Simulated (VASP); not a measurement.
Write the native input for VASP 6.6.1 that does the following.

| Property | Result |
| --- | --- |
| Task | single point |
| Functional | PBE |
| Potentials or basis | VASP PAW PBE potentials, release 64 (Ca_sv, Ga_d, C, N) |
| Cutoff | 520 eV |
| k mesh | 6 × 6 × 10 |
| Occupations | gaussian, width 0.1 eV |
| Spin | no spin polarisation |
| Dipole correction | no |
| Further INCAR settings | ALGO = Normal; EDIFF = 1e-06; NBANDS = 40 |

The structure of CaGaC4N4 lies in POSCAR:

```
CaGaC4N4
1.0
    7.9375113268      0.0000000000      0.0000000000
    0.0000000000      7.9375113268      0.0000000000
    0.0000000000      0.0000000000      3.8348635506
Ca Ga C N
1 1 4 4
Direct
    0.0000000000      0.0000000000      0.0000000000
    0.5000000000      0.5000000000      0.0000000000
    0.2219495056      0.7780504944      0.0000000000
    0.7780504944      0.2219495056      0.0000000000
    0.2219495056      0.2219495056      0.0000000000
    0.7780504944      0.7780504944      0.0000000000
    0.3263162571      0.6736837429      0.0000000000
    0.6736837429      0.3263162571      0.0000000000
    0.3263162571      0.3263162571      0.0000000000
    0.6736837429      0.6736837429      0.0000000000
```

These files were run (other wordings do the same):

INCAR

```
SYSTEM = CaGaC4N4
PREC     = Accurate       ! precision mode
ENCUT    = 520            ! plane-wave cutoff, eV
EDIFF    = 1E-6           ! SCF threshold, eV
ISMEAR   = 0              ! smearing method
SIGMA    = 0.1            ! smearing width, eV
LREAL    = .False.        ! projectors in reciprocal space
LASPH    = .True.         ! aspherical terms in the spheres
NELM     = 60             ! most SCF steps
ALGO     = Normal         ! electronic algorithm
ISIF     = 2              ! what is computed and relaxed
LWAVE    = .False.        ! write WAVECAR
LCHARG   = .False.        ! write CHGCAR
GGA      = PE             ! functional
NBANDS   = 40             ! bands
```

KPOINTS

```
regular mesh
0
Gamma
  6 6 10
  0 0 0
```

Potentials or basis: VASP PAW PBE potentials, release 64 (Ca_sv, Ga_d, C, N).

The run is started by

```sh
$ cat potpaw_PBE.64/Ca_sv/POTCAR potpaw_PBE.64/Ga_d/POTCAR potpaw_PBE.64/C/POTCAR potpaw_PBE.64/N/POTCAR > POTCAR
$ mpirun -np 1 vasp_std > vasp.out
```

Results of the run:

| Quantity | Value |
| --- | --- |
| Pressure | 0.3 GPa |
| Largest force | 0.374 eV/Å |
| Band gap on the k mesh | zero (an odd number of electrons rules out a gap without spin polarisation) |

Run time: 30 min on 1 thread of Intel Xeon 8259CL, on a shared host, peak memory 0.71 GiB.
